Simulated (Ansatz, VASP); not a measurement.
Ca: VASP beside Ansatz

```
Ca
1.0
     0.00000    2.75644    2.75644
     2.75644    0.00000    2.75644
     2.75644    2.75644    0.00000
Ca
1
Direct
  0.00000 0.00000 0.00000
```

Change from the starting cell: functional lda, volume scaled by 0.96, PAW files.

Alike in both runs: task electric field gradients; functional LDA; k mesh 11 × 11 × 11; occupations fermi-dirac, width 0.08 eV; no spin polarisation.

|  | VASP | Ansatz |
| --- | --- | --- |
| version | VASP 6.6.1 | Ansatz 0.2.0 |
| potentials or method | VASP PAW LDA potentials, release 64 (Ca_sv) | PAW with Ansatz's default frozen-core files, scalar-relativistic |
| plane-wave cutoff (eV) | 400 | 420 |
| valence electrons in the cell | 10 | 10 |

|  | VASP | Ansatz | Ansatz less VASP |
| --- | --- | --- | --- |
| pressure (GPa) | -1.6 | -1.6 | 0.00 |

LDA's correlation is that of Perdew and Zunger in VASP and of Perdew and Wang (1992) in Ansatz.
